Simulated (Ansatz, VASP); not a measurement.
# AlAs3 in VASP and in Ansatz

```
Al As
1.0
     4.25188    0.00000    0.00000
     0.00000    4.25188    0.00000
     0.00000    0.00000    4.25188
Al As
1 3
Direct
  0.50000 0.50000 0.50000
  0.50000 0.00000 0.00000
  0.00000 0.50000 0.00000
  0.00000 0.00000 0.50000
```

Alike in both runs: functional PBE; k mesh 4 × 4 × 4; occupations gaussian, width 0.1 eV; no spin polarisation.

Ansatz relaxed the structure, and its values are those at the end. VASP's run is a single point on that final structure, the one shown.

|  | VASP | Ansatz |
| --- | --- | --- |
| version | VASP 6.6.1 | Ansatz 0.2.0 |
| potentials or method | VASP PAW PBE potentials, release 64 (Al, As), cutoff 520 eV | scalar-relativistic, plane waves, PAW |
| valence electrons in the cell | 18 | 48 |

|  | VASP | Ansatz | Ansatz less VASP |
| --- | --- | --- | --- |
| gap on the k mesh at the Fermi level (eV) | none | none | - |
| pressure (GPa) | 0.0 | 0.0 | -0.08 |

A gap of «none» marks a metal or a gap that the smearing closes. VASP's potentials hold 18 valence electrons a cell and Ansatz's 48, so a difference there can come from the potentials and not from the codes.

The k mesh is coarse, so the values compare programs but aren't converged.
